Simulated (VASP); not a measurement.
Wanted: the native input for a VASP 6.6.1 run.

```
Task                   : relaxation of cell and atoms
Functional             : LDA
Potentials or basis    : VASP PAW LDA potentials, release 64 (C)
Cutoff                 : 600 eV
k mesh                 : 8 × 8 × 8
Occupations            : gaussian, width 0.02 eV
Spin                   : no spin polarisation
Dipole correction      : no
Further INCAR settings : ALGO = Normal; EDIFF = 1e-06; IBRION = 2; EDIFFG = -0.005; NSW = 100; ISIF = 3
```

The structure of C lies in POSCAR:

```
C
1.0
   -2.4217198476      2.4217198476      2.4217198476
    2.4217198476     -2.4217198476      2.4217198476
    2.4217198476      2.4217198476     -2.4217198476
C
8
Direct
    0.3253069600      0.0000000000      0.0000000000
    0.6746930400      0.6746930400      0.6746930400
    0.0000000000      0.3253069600      0.0000000000
    0.0000000000      0.0000000000      0.3253069600
    0.0000000000      0.6746930400      0.0000000000
    0.3253069600      0.3253069600      0.3253069600
    0.6746930400      0.0000000000      0.0000000000
    0.0000000000      0.0000000000      0.6746930400
```

One way to write it, as run:

INCAR

```
PREC = Accurate
ENCUT = 600
EDIFF = 1E-6
ISMEAR = 0
SIGMA = 0.02
LREAL = F
LASPH = T
NELM = 100
ALGO = Normal
ISIF = 3
LWAVE = F
LCHARG = F
GGA = CA
IBRION = 2
NSW = 100
EDIFFG = -0.005
```

KPOINTS

```
regular mesh
0
Gamma
  8 8 8
```

Potentials or basis: VASP PAW LDA potentials, release 64 (C).

The run is started by

```bash
$ cat potpaw_LDA.64/C/POTCAR > POTCAR
$ mpirun -np 1 vasp_std > vasp.out
```

It gave:

```json
{
 "Relaxed volume": "7.01 Å³/atom",
 "Relaxed cell": "a = 4.177 Å, b = 4.177 Å, c = 4.177 Å, α = 109.47°, β = 109.47°, γ = 109.47°",
 "Space group after relaxing (to 0.05 Å)": "Im-3m (No. 229)",
 "Energy gained by relaxing": "1.2 meV/atom",
 "Ionic steps": "6",
 "Pressure after relaxing": "0.1 GPa",
 "Band gap on the k mesh": "3.02 eV, indirect (least direct gap 3.83 eV)"
}
```

It took 2.1 min on 1 thread of Intel(R) Xeon(R) Platinum 8259CL CPU @ 2.50GHz (Skylake/Cascade Lake), on a shared host, peak memory 0.17 GiB.
